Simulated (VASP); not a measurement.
# PtS2 (R-3m) in VASP: relaxation of cell and atoms with PBE+D3(BJ)

Aim: the relaxation of cell and atoms of PtS2 with PBE+D3(BJ).

Everything below comes from runs of VASP 6.6.1. Logs are shortened: lines on timing, memory, paths and dates and some standing lists are left out, and cuts for length are marked.

## 1. The cell of the first run

Symmetry: R-3m, No. 166, trigonal system. Conventional cell: a = 3.544 Å, b = 3.544 Å, c = 16.009 Å, α = 90.00°, β = 90.00°, γ = 120.00°. Within 3.2 Å of Pt (site symmetry -3m) lie 6 S at 2.39 Å. S (site symmetry 3m) has 3 Pt at 2.39 Å and 3 S at 3.21 Å within 3.3 Å.

## 2. Relaxation of cell and atoms, PBE+D3(BJ)

INCAR

```
SYSTEM = PtS2
PREC = Accurate
ENCUT = 600
EDIFF = 1E-6
ISMEAR = 0
SIGMA = 0.01
LREAL = .FALSE.
LASPH = .TRUE.
NELM = 100
ALGO = Normal
ISIF = 3
LWAVE = .FALSE.
LCHARG = .FALSE.
GGA = PE
IVDW = 12
IBRION = 2
NSW = 80
EDIFFG = -0.001
```

KPOINTS

```
Automatic mesh
0
G
  10 10 10
  0 0 0
```

POSCAR

```
PtS2
1.0
    1.7717696714      1.0229316967      5.3362047162
   -1.7717696714      1.0229316967      5.3362047162
    0.0000000000     -2.0458633934      5.3362047162
Pt S
1 2
Direct
    0.0000000000      0.0000000000      0.0000000000
    0.7438478407      0.7438478407      0.7438478407
    0.2561521593      0.2561521593      0.2561521593
```

Potentials or basis: VASP PAW PBE potentials, release 64 (Pt, S).

Command:

```console
$ cat potpaw_PBE.64/Pt/POTCAR potpaw_PBE.64/S/POTCAR > POTCAR
$ mpirun -np 1 vasp_std > vasp.out
```

OUTCAR:

```text
SYSTEM = PtS2
   PREC = Accurate
   ENCUT = 600
   EDIFF = 1E-6
   ISMEAR = 0
   LREAL = .FALSE.
   LASPH = .TRUE.
   NELM = 100
   ISIF = 3
   GGA = PE
   IVDW = 12
   IBRION = 2
   NSW = 80
   EDIFFG = -0.001
 IVDW          = 12

 ion  position               nearest neighbor table
   1  0.000  0.000  0.000-   2 2.39   3 2.39   2 2.39   2 2.39   3 2.39   3 2.39
   2  0.744  0.744  0.744-   1 2.39   1 2.39   1 2.39
   3  0.256  0.256  0.256-   1 2.39   1 2.39   1 2.39

  LATTYP: Found a trigonal (rhomboedric) cell.
 ALAT       =     5.7149486260
 COS(alpha) =     0.8077705777

  Lattice vectors:

 A1 = (   1.7717696714,   1.0229316967,   5.3362047162)
 A2 = (  -1.7717696714,   1.0229316967,   5.3362047162)
 A3 = (   0.0000000000,  -2.0458633934,   5.3362047162)

Analysis of symmetry for initial positions (statically):
=====================================================================
 Subroutine PRICEL returns:
 Original cell was already a primitive cell.

 Routine SETGRP: Setting up the symmetry group for a
 trigonal (rhombohedral) supercell.

 Subroutine GETGRP returns: Found 12 space group operations
 (whereof 12 operations were pure point group operations)
 out of a pool of 12 trial point group operations.

The static configuration has the point symmetry D_3d.

Analysis of symmetry for dynamics (positions and initial velocities):
=====================================================================
 Subroutine PRICEL returns:
 Original cell was already a primitive cell.

 Routine SETGRP: Setting up the symmetry group for a
 trigonal (rhombohedral) supercell.

 Subroutine GETGRP returns: Found 12 space group operations
 (whereof 12 operations were pure point group operations)
 out of a pool of 12 trial point group operations.

The dynamic configuration has the point symmetry D_3d.

 Subroutine INISYM returns: Found 12 space group operations
 (whereof 12 operations are pure point group operations),
 and found     1 'primitive' translations

----------------------------------------------------------------------------------------

                                     Primitive cell

  volume of cell :      58.0280

  direct lattice vectors                    reciprocal lattice vectors
     1.771769671  1.022931697  5.336204716     0.282203724  0.162930396  0.062466369
    -1.771769671  1.022931697  5.336204716    -0.282203724  0.162930396  0.062466369
     0.000000000 -2.045863393  5.336204716     0.000000000 -0.325860792  0.062466369

  length of vectors
     5.714948626  5.714948626  5.714948626     0.331794068  0.331794068  0.331794068

  position of ions in fractional coordinates (direct lattice)
     0.000000000  0.000000000  0.000000000
[... 93 lines left out ...]
   EMIN   =  10.00;   EMAX   =-10.00  energy-range for DOS
   EFERMI =   0.00;   METHOD = LEGACY
   ISMEAR =     0;   SIGMA  =   0.01  broadening in eV -4-tet -1-fermi 0-gaus
   EFERMI_NEDOS =   21; number of points for ismear=-14 and -15
   IALGO  =     38    algorithm
   IMIX   =      4    mixing-type and parameters
     AMIX     =   0.40;   BMIX     =  1.00
     AMIX_MAG =   1.60;   BMIX_MAG =  1.00
  volume/ion in A,a.u.               =      19.34       130.53
  Fermi-wavevector in a.u.,A,eV,Ry     =   1.184868  2.239075 19.101374  1.403911
  Thomas-Fermi vector in A             =   2.321073
   LORBIT       =      0    0 simple, 1 ext, 2 COOP (PROOUT), +10 PAW based schemes
   GGA     = PE    functional components
   LHFCALC =     F    Hartree Fock is set to
   AEXX    =    0.0000 exact exchange contribution
   IVDW    =    12    specifies the selected vdW correction
   LEPSILON=     F    determine dielectric tensor
   LRPA    =     F    only Hartree local field effects (RPA)
 conjugate gradient relaxation of ions
 non-spin polarized calculation
 Gauss-broadening in eV      SIGMA  =   0.01
  energy-cutoff  :      600.00
  volume of cell :       58.03
 maximum number of plane-waves:      1954
 NGX is ok and might be reduce to    48
   NGX = 23   NGY = 23   NGZ = 23

--------------------------------------- Ionic step        1  -------------------------------------------

 number of electron      22.0000000 magnetization

 Free energy of the ion-electron system (eV)
  ---------------------------------------------------
  ext. energy  EPLUGINS =         0.00000000
  ---------------------------------------------------
  free energy    TOTEN  =       -15.38525883 eV

  energy without entropy =      -15.38525883  energy(sigma->0) =      -15.38525883

------------------------ aborting loop because EDIFF is reached ----------------------------------------

 Edisp (eV)   -1.19268

 E8    (eV) :    -0.4763
[... 108 lines left out ...]
  FREE ENERGIE OF THE ION-ELECTRON SYSTEM (eV)
  ---------------------------------------------------
  free  energy   TOTEN  =       -16.5781587503 eV

  energy  without entropy=      -16.5781587503  energy(sigma->0) =      -16.57815875

[... ionic steps 4 to 7 ...]

--------------------------------------- Ionic step        8  -------------------------------------------

 number of electron      22.0000000 magnetization

------------------------ aborting loop because EDIFF is reached ----------------------------------------
[... 77 lines left out ...]
--------------------------------------- Ionic step       10  -------------------------------------------

 number of electron      22.0000000 magnetization

 Free energy of the ion-electron system (eV)
  ---------------------------------------------------
  ext. energy  EPLUGINS =         0.00000000
  ---------------------------------------------------
  free energy    TOTEN  =       -15.38257236 eV

  energy without entropy =      -15.38257236  energy(sigma->0) =      -15.38257236

 E-fermi :   5.8915     XC(G=0): -10.2893

 val. band max:        5.8016176703   @ k =   0.1000   0.0000   0.0000
 cond. band min:       6.7506069848   @ k =  -0.2000   0.2000   0.0000
 fundamental gap:      0.9489893145
 Fermi energy:         5.8914965874

 k-point     1 :       0.0000    0.0000    0.0000
  band No.  band energies     occupation
      1      -9.0005      2.00000
      2      -6.3702      2.00000
      3      -0.6568      2.00000
      4      -0.3756      2.00000
      5      -0.3756      2.00000
      6       2.3327      2.00000
      7       2.3327      2.00000
      8       4.1954      2.00000
      9       5.0614      2.00000
     10       5.0614      2.00000
     11       5.7784      2.00000
     12       8.3698      0.00000
     13       8.3698      0.00000
     14      10.9804      0.00000
[... 401 lines left out ...]
      2      -6.8758      2.00000
      3      -0.5010      2.00000
      4       0.1358      2.00000
      5       0.4757      2.00000
      6       1.3496      2.00000
      7       1.9168      2.00000
      8       3.2092      2.00000
      9       3.7335      2.00000
     10       4.2057      2.00000
     11       4.7108      2.00000
     12       7.7273      0.00000
     13       8.2190      0.00000
     14      11.0929      0.00000
     15      12.7937      0.00000

 [... further k-points ...]

------------------------ aborting loop because EDIFF is reached ----------------------------------------

 Edisp (eV)   -1.19559

 E8    (eV) :    -0.4774
[... 26 lines left out ...]
  FREE ENERGIE OF THE ION-ELECTRON SYSTEM (eV)
  ---------------------------------------------------
  free  energy   TOTEN  =       -16.5781607969 eV

  energy  without entropy=      -16.5781607969  energy(sigma->0) =      -16.57816080

 reached required accuracy - stopping structural energy minimisation
```

OSZICAR:

```text
N       E                     dE             d eps       ncg     rms          rms(c)
DAV:   1     0.128920775345E+03    0.12892E+03   -0.11368E+04  3496   0.146E+03
DAV:   2    -0.104991864633E+02   -0.13942E+03   -0.13629E+03  4364   0.259E+02
DAV:   3    -0.166706869327E+02   -0.61715E+01   -0.61183E+01  4614   0.586E+01
[... 57 lines left out ...]
DAV:   2    -0.153825865020E+02    0.29195E-05   -0.98144E-06  4278   0.294E-02    0.664E-03
DAV:   3    -0.153825860623E+02    0.43966E-06   -0.10554E-06  2146   0.102E-02
   9 F= -.16578161E+02 E0= -.16578161E+02  d E =-.228772E-05
       N       E                     dE             d eps       ncg     rms          rms(c)
DAV:   1    -0.153825730926E+02    0.13409E-04   -0.34651E-05  3494   0.435E-02    0.519E-03
DAV:   2    -0.153825723567E+02    0.73585E-06   -0.23786E-06  3318   0.146E-02
  10 F= -.16578161E+02 E0= -.16578161E+02  d E =-.196975E-05
```

Run time: 7.2 min. Hardware: 1 thread of AMD EPYC 9R45 (Zen 5), shared host; peak memory 0.41 GiB.

What came out:

```
Free energy                           : -16.5782 eV
Relaxed volume                        : 19.30 Å³/atom
Relaxed cell                          : a = 5.712 Å, b = 5.712 Å, c = 5.712 Å, α = 36.10°, β = 36.10°, γ = 36.10°
Space group after relaxing (to 0.1 Å) : R-3m (No. 166)
Energy gained by relaxing             : 0.1 meV/atom
Ionic steps                           : 10
Pressure after relaxing               : 0.0 GPa
Band gap on the k mesh                : 0.95 eV (least direct gap 1.13 eV)
Dispersion energy per atom            : -0.399 eV
```

Step by step:
```
step  energy change (eV)  largest force (eV/Å)  pressure (GPa)  volume (Å³)
   1              0.0000                0.0389           -0.39        58.03
   2              0.0004                0.0756            0.70        57.63
   3             -0.0002                0.0028            0.01        57.88
   4             -0.0002                0.0014            0.00        57.88
   5             -0.0002                0.0006            0.00        57.89
   6             -0.0002                0.0003            0.00        57.89
   7             -0.0002                0.0031           -0.01        57.89
   8             -0.0002                0.0018           -0.02        57.89
   9             -0.0002                0.0007           -0.02        57.89
  10             -0.0002                0.0003            0.00        57.89
```

Final structure:
```cif
data_structure
_symmetry_space_group_name_H-M 'P 1'
_symmetry_Int_Tables_number 1
_cell_length_a 5.7124
_cell_length_b 5.7124
_cell_length_c 5.7124
_cell_angle_alpha 36.100
_cell_angle_beta 36.100
_cell_angle_gamma 36.100
_cell_volume 57.89
loop_
_atom_site_label
_atom_site_type_symbol
_atom_site_fract_x
_atom_site_fract_y
_atom_site_fract_z
_atom_site_occupancy
Pt1 Pt 0.00000 0.00000 0.00000 1
S1 S 0.74381 0.74381 0.74381 1
S2 S 0.25619 0.25619 0.25619 1
```

Caveat: spin-orbit coupling is left out, which moves the levels of the heavy elements.
